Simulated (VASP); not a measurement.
**SiC: single point with PBEsol**

SiC:

```
CELL_PARAMETERS angstrom
2.22198 2.22198 0.00000
-2.22198 2.22198 0.00000
0.00000 2.22198 2.14694
ATOMIC_POSITIONS crystal
Si 0.00000 0.00000 0.00000
C 0.75000 0.25000 0.50000
```

This cell differs from its parent crystal: in-plane strain +0.02, then relaxed in part.

```json
{
 "Program": "VASP 6.6.1",
 "Task": "single point",
 "Functional": "PBEsol",
 "Potentials or basis": "VASP PAW PBE potentials, release 64 (Si, C)",
 "Cutoff": "520 eV",
 "k mesh": "10 × 10 × 10",
 "Occupations": "gaussian, width 0.01 eV",
 "Spin": "no spin polarisation",
 "Dipole correction": "no",
 "Further INCAR settings": "ALGO = Normal; EDIFF = 1e-06; NBANDS = 11"
}
```

* Pressure: -5.0 GPa
* Band gap on the k mesh: 0.91 eV, indirect (least direct gap 4.38 eV)

Stress tensor (GPa, compression positive):
```
-7.71  0.00  0.00
 0.00 -7.71  0.00
 0.00  0.00  0.32
```

Levels at points of the mesh, in eV from the valence-band top:
```tsv
k point	band 1	band 2	band 3	band 4	band 5	band 6	band 7	band 8
(0.00, 0.00, 0.00)	-15.38	-0.22	-0.22	0.00	5.75	6.87	6.97	6.97
(0.50, 0.00, 0.00)	-11.87	-8.61	-1.40	-1.00	4.92	6.65	7.24	9.65
(0.50, 0.50, 0.00)	-10.51	-8.04	-3.21	-3.16	1.22	4.17	13.05	14.00
(0.00, 0.00, 0.50)	-10.25	-7.62	-3.55	-3.55	0.91	3.57	13.43	13.43
```

It took 6.8 s on 1 thread of Intel(R) Xeon(R) 6975P-C (Granite Rapids), with other jobs on the host, peak memory 0.15 GiB.

Caveat: the cell differs from its parent crystal (in-plane strain +0.02, then relaxed in part); the PAW data sets were made with another functional, which shifts forces and pressure a little. A k mesh can miss the band edges.
